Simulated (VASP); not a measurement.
A run of VASP 6.6.1 is set up as follows.

File INCAR:

```
PREC     = Accurate       # precision mode
ENCUT    = 520            # plane-wave cutoff, eV
EDIFF    = 1E-7           # SCF threshold, eV
ISMEAR   = 0              # smearing method
SIGMA    = 0.1            # smearing width, eV
LREAL    = False          # projectors in reciprocal space
LASPH    = True           # aspherical terms in the spheres
NELM     = 80             # most SCF steps
ALGO     = Normal         # electronic algorithm
ISIF     = 2              # what is computed and relaxed
LWAVE    = False          # write WAVECAR
LCHARG   = False          # write CHGCAR
GGA      = PE             # functional
NBANDS   = 51             # bands
```

Contents of KPOINTS:

```
Automatic mesh
0
Gamma
  4 4 4
```

Contents of POSCAR:

```
Na2GeO2
1.0
    5.5429086000     -3.1184918000      0.0000000000
    5.5429086000      3.1184918000      0.0000000000
    0.0000000000      0.0000000000      4.5706787000
Na Ge O
4 2 4
Direct
    0.8192790000      0.5174250000      0.7500000000
    0.5174250000      0.8192790000      0.2500000000
    0.1807210000      0.4825750000      0.2500000000
    0.4825750000      0.1807210000      0.7500000000
    0.1128560000      0.8871440000      0.7500000000
    0.8871440000      0.1128560000      0.2500000000
    0.1451020000      0.5890430000      0.7500000000
    0.4109570000      0.8548980000      0.7500000000
    0.8548980000      0.4109570000      0.2500000000
    0.5890430000      0.1451020000      0.2500000000
```

Potentials or basis: VASP PAW PBE potentials, release 64 (Na_pv, Ge_d, O).

Command:

```sh
$ cat potpaw_PBE.64/Na_pv/POTCAR potpaw_PBE.64/Ge_d/POTCAR potpaw_PBE.64/O/POTCAR > POTCAR
$ mpirun -np 1 vasp_std > vasp.out
```

Task: Predict the largest force.

Result: 0.037 eV/Å.

Task: What does it give for the pressure?

Result: -0.1 GPa.

Task: Estimate the band gap on the k mesh.

Result: 0.15 eV (least direct gap 0.29 eV).

Stress tensor (GPa, compression positive):
```
 0.15  0.00  0.00
 0.00 -0.12  0.00
 0.00  0.00 -0.18
```

A k mesh can miss the band edges.
